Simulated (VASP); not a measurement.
A run of VASP 6.6.1 is set up as follows.

File INCAR:

```
SYSTEM = Cr
PREC = Accurate
ENCUT = 500
EDIFF = 1E-6
ISMEAR = -1
SIGMA = 0.05
LREAL = .False.
LASPH = .True.
NELM = 200
ALGO = Normal
ISIF = 2
LWAVE = .False.
LCHARG = .False.
ISPIN = 2
MAGMOM = 1 -1
LORBIT = 11
LMAXMIX = 4
GGA = PE
NBANDS = 23
GGA_COMPAT = .False.
```

The input KPOINTS:

```
Automatic mesh
0
Gamma
  4 4 3
  0 0 0
```

Contents of POSCAR:

```
Cr
1.0
    2.6271217389      0.0000000000      0.0000000000
    0.0000000000      2.6271217389      0.0000000000
    0.0000000000      0.0000000000      3.7153111932
Cr
2
Direct
    0.0000000000      0.0000000000      0.0000000000
    0.5000000000      0.5000000000      0.5000000000
```

Potentials or basis: VASP PAW PBE potentials, release 64 (Cr_pv).

Command:

```bash
$ cat potpaw_PBE.64/Cr_pv/POTCAR > POTCAR
$ mpirun -np 1 vasp_std > vasp.out
```

Problem. Predict the net moment.

Solution. 0.00 μB per cell.

Problem. Estimate the pressure.

Solution. -15.6 GPa.

Problem. Estimate the band gap on the k mesh.

Solution. Zero (filled and empty bands overlap).

Stress tensor (GPa, compression positive):
```
-14.23   0.00   0.00
  0.00 -14.23   0.00
  0.00   0.00 -18.40
```

Caveat: the k points lie up to 0.60 Å⁻¹ apart, too coarse for converged energies and pressures of a metal; an empty level that is flat over the whole mesh can mark a ghost state of the potentials, or a narrow d or f band.
